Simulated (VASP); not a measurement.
Write the native input for VASP 6.6.1 that does the following.

* Task: single point
* Functional: r2SCAN
* Potentials or basis: VASP PAW PBE potentials, release 64 (W_sv, C)
* Cutoff: 520 eV
* k mesh: 18 × 18 × 16
* Occupations: gaussian, width 0.15 eV
* Spin: no spin polarisation
* Dipole correction: no
* Further INCAR settings: ALGO = Normal; EDIFF = 1e-06; NBANDS = 16

The system is WC.

```
W C
1.0
     2.90050    0.00000    0.00000
    -1.45025    2.51191    0.00000
     0.00000    0.00000    2.82900
W C
1 1
Direct
  0.00000 0.00000 0.92047
  0.66667 0.33333 0.50000
```

This cell differs from its parent crystal: atom 1 (W) moved by (+0.000, -0.225) A along [1 1 0] and z.

One way to write it, as run:

POSCAR

```
WC
1.0
    2.9005014360      0.0000000000      0.0000000000
   -1.4502507180      2.5119079273      0.0000000000
    0.0000000000      0.0000000000      2.8290000000
W C
1 1
Direct
    0.0000000000      0.0000000000     -0.0795334040
    0.6666666667      0.3333333333      0.5000000000
```

INCAR.step1

```
SYSTEM = WC
  PREC = Accurate
  ENCUT = 520
  ISMEAR = 0
  SIGMA = 0.15
  LREAL = .False.
  LASPH = .True.
  NELM = 100
  NBANDS = 16
  GGA = PE
  ALGO = Normal
  EDIFF = 1E-4
  LWAVE = .True.
  LCHARG = .False.
```

INCAR.step2

```
SYSTEM = WC
  PREC = Accurate
  ENCUT = 520
  EDIFF = 1E-6
  ISMEAR = 0
  SIGMA = 0.15
  LREAL = .False.
  LASPH = .True.
  NELM = 100
  ALGO = Normal
  ISIF = 2
  LWAVE = .False.
  LCHARG = .True.
  METAGGA = R2SCAN
  LMIXTAU = .True.
  LELF = .True.
  LVHAR = .True.
  NBANDS = 16
  ISTART = 1
```

KPOINTS

```
regular mesh
0
Gamma
  18 18 16
  0 0 0
```

Potentials or basis: VASP PAW PBE potentials, release 64 (W_sv, C).

The run is started by

```bash
$ cat potpaw_PBE.64/W_sv/POTCAR potpaw_PBE.64/C/POTCAR > POTCAR
$ cp INCAR.step1 INCAR
$ mpirun -np 1 vasp_std > vasp.out
$ cp INCAR.step2 INCAR
$ mpirun -np 1 vasp_std > vasp.out
```

It gave:

- Pressure: 18.3 GPa
- Largest force: 3.594 eV/Å
- Band gap on the k mesh: zero (band 9 reaches 12.18 eV, above the bottom of band 10 at 10.81 eV)

Caveat: the cell differs from its parent crystal (atom 1 (W) moved by (+0.000, -0.225) A along [1 1 0] and z); the PAW data sets were made with another functional, which shifts forces and pressure a little; spin-orbit coupling is left out, which moves the levels of the heavy elements.

It took 4.8 min on 1 thread of Intel Xeon 6975P-C, with other jobs on the host, peak memory 0.29 GiB.
